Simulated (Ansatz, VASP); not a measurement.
As2P3: VASP beside Ansatz

```
P As
1.0
     4.07571    0.00000    0.00000
    -2.03786    3.52967    0.00000
     0.00000    0.00000    6.34115
P As
3 2
Direct
  0.00000 0.00000 0.00000
  0.33333 0.66667 0.64500
  0.66667 0.33333 0.35500
  0.33333 0.66667 0.24500
  0.66667 0.33333 0.75500
```

Alike in both runs: task relaxation of cell and atoms; functional PBE; k mesh 6 × 6 × 4; occupations gaussian, width 0.1 eV; no spin polarisation.

|  | VASP | Ansatz |
| --- | --- | --- |
| version | VASP 6.6.1 | Ansatz 0.2.0 |
| potentials or method | VASP PAW PBE potentials, release 64 (P, As), cutoff 600 eV | scalar-relativistic, plane waves, PAW |
| valence electrons in the cell | 25 | 45 |

Ansatz gave:

- gap on the k mesh at the Fermi level, each at its own relaxed structure (eV): none
- relaxed volume (Å³/atom): 19.16
- relaxed cell length with the largest relative difference (Å): 6.226

Problem. Which values does VASP return?

Solution. gap on the k mesh at the Fermi level, each at its own relaxed structure (eV): none; relaxed volume (Å³/atom): 17.42; relaxed cell length with the largest relative difference (Å): 8.011.

A gap of «none» marks a metal or a gap that the smearing closes. One of these differences is far larger than is usual between the two programs; its cause wasn't traced. VASP's potentials hold 25 valence electrons a cell and Ansatz's 45, so a difference there can come from the potentials and not from the codes.
